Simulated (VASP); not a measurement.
Wanted: the native input for a VASP 6.6.1 run.

```yaml
Task: relaxation of cell and atoms
Functional: PBE
Potentials_or_basis: VASP PAW PBE potentials, release 64 (Hg, H)
Cutoff: 600 eV
k_mesh: 18 × 18 × 18
Occupations: gaussian, width 0.1 eV
Spin: no spin polarisation
Dipole_correction: no
Further_INCAR_settings: ALGO = Normal; EDIFF = 1e-06; IBRION = 2; EDIFFG = -0.01; NSW = 100; ISIF = 3
```

The structure of HgH lies in POSCAR:

```
HgH
1.0
    3.2172217378      0.0000000000      0.0000000000
   -1.6086108689      2.7861957546      0.0000000000
    0.0000000000      0.0000000000      3.1379127013
Hg H
1 1
Direct
    0.0000000000      0.0000000000      0.0000000000
    0.6666666667      0.3333333333      0.5000000000
```

One way to write it, as run:

INCAR

```
SYSTEM = HgH
ALGO = Normal ; EDIFF = 1E-6
EDIFFG = -0.01 ; ENCUT = 600
GGA = PE ; IBRION = 2
ISIF = 3 ; ISMEAR = 0
LASPH = .TRUE. ; LCHARG = .FALSE.
LREAL = .FALSE. ; LWAVE = .FALSE.
NELM = 60 ; NSW = 100
PREC = Accurate ; SIGMA = 0.1
```

KPOINTS

```
k-points
0
G
  18 18 18
  0 0 0
```

Potentials or basis: VASP PAW PBE potentials, release 64 (Hg, H).

Run with:

```bash
$ cat potpaw_PBE.64/Hg/POTCAR potpaw_PBE.64/H/POTCAR > POTCAR
$ mpirun -np 1 vasp_std > vasp.out
```

Results of the run:

```
Relaxed volume                         : 14.74 Å³/atom
Relaxed cell                           : a = 3.355 Å, b = 3.355 Å, c = 3.024 Å, α = 90.00°, β = 90.00°, γ = 120.00°
Space group after relaxing (to 0.05 Å) : P-6m2 (No. 187)
Energy gained by relaxing              : 10.5 meV/atom
Ionic steps                            : 10
Pressure after relaxing                : 0.0 GPa
```

Wall time 4.1 min on 1 thread of Intel(R) Xeon(R) 6975P-C (Granite Rapids) (shared host), peak memory 0.29 GiB.
